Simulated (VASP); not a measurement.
The system is BP.

```
P B
1.0
     0.00000    2.28403    2.28403
     2.28403    0.00000    2.28403
     2.28403    2.28403    0.00000
P B
1 1
Direct
  0.75000 0.75000 0.75000
  0.00000 0.00000 0.00000
```

Program: VASP 6.6.1. Alike in all runs: task single point; potentials or basis VASP PAW PBE potentials, release 64 (P, B); no spin polarisation; cell as given; smearing fermi-dirac 0.05 eV.

Task: Order these runs on this cell by their band gap on the k mesh, lowest first.
A. level PBEsol-based screened hybrid with 25 % exact exchange; k mesh 5 × 5 × 5; cutoff (eV) 520; grid for exact exchange (PRECFOCK) Normal; share of exact exchange 0.25; screening parameter 0.207 1/Å
B. level HF; k mesh 5 × 5 × 5; cutoff (eV) 520; grid for exact exchange (PRECFOCK) Normal; share of exact exchange 1
C. level PBE0; k mesh 5 × 5 × 5; cutoff (eV) 520; grid for exact exchange (PRECFOCK) Normal; share of exact exchange 0.25
D. level b88 exchange, pbe correlation; k mesh 10 × 10 × 10; cutoff (eV) 500

Result: D (1.27 eV), A (1.94 eV), C (2.75 eV), B (8.08 eV).

Caveats: some runs use coarse meshes; an odd mesh through Γ misses points on the zone boundary, where band edges can lie (at least some runs).

A k mesh can miss the band edges, odd and even meshes differently.
